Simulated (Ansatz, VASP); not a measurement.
## Ru: VASP beside Ansatz

The input INCAR:

```
PREC = Accurate
ENCUT = 520
EDIFF = 1E-7
ISMEAR = 0
SIGMA = 0.15
LREAL = F
LASPH = T
NELM = 100
ALGO = Fast
ISIF = 2
LWAVE = F
LCHARG = F
GGA = PS
NBANDS = 21
```

The input KPOINTS:

```
regular mesh
0
Gamma
  24 24 12
```

File POSCAR:

```
Ru
1.0
    2.7057993342      0.0000000000      0.0000000000
   -1.3528996671      2.3432909610      0.0000000000
    0.0000000000      0.0000000000      4.2819000000
Ru
2
Direct
    0.1541598022      0.4746290548      0.2500000000
    0.6666666667      0.3333333333      0.7500000000
```

Input for Ansatz:

```yaml
crystal:
  lattice:
    - [2.7057993342, 0.0, 0.0]
    - [-1.3528996671, 2.343290961, 0.0]
    - [0.0, 0.0, 4.2819]
  atoms:
    - { symbol: Ru, position: [0.1541598022, 0.4746290548, 0.25] }
    - { symbol: Ru, position: [0.6666666667, 0.3333333333, 0.75] }
basis:
  ecutwfc: 420
kpoints:
  mp_grid: { grid: [24, 24, 12] }
hamiltonian:
  xc: pbesol
scf:
  occupations: { method: gaussian, width: 0.15 }
output:
  forces: true
  stress: true
  eigenvalues: true
```

Alike in both runs: task single point; functional PBEsol; k mesh 24 × 24 × 12; occupations gaussian, width 0.15 eV; no spin polarisation.

```csv
,VASP,Ansatz
version,VASP 6.6.1,Ansatz 0.2.0
potentials or method,"VASP PAW PBE potentials, release 64 (Ru_pv), cutoff 520 eV","scalar-relativistic, plane waves, PAW"
valence electrons in the cell,28,32
```

VASP gave:

```
gap on the k mesh at the Fermi level (eV)                     : none
pressure (GPa)                                                : 4.3
traceless stress, the component that is largest in VASP (GPa) : -14.16
rms of the force components (eV/Å)                            : 1.469
```

Q: Which values does Ansatz return?

A: gap on the k mesh at the Fermi level (eV): none; pressure (GPa): 4.2; traceless stress, the component that is largest in VASP (GPa): -14.03; rms of the force components (eV/Å): 1.466.

VASP's potentials were made for PBE, not for PBEsol. Atom by atom the forces differ by 0.009 eV/Å (rms over components). A gap of «none» marks a metal or a gap that the smearing closes. VASP's potentials hold 28 valence electrons a cell and Ansatz's 32, so a difference there can come from the potentials and not from the codes.
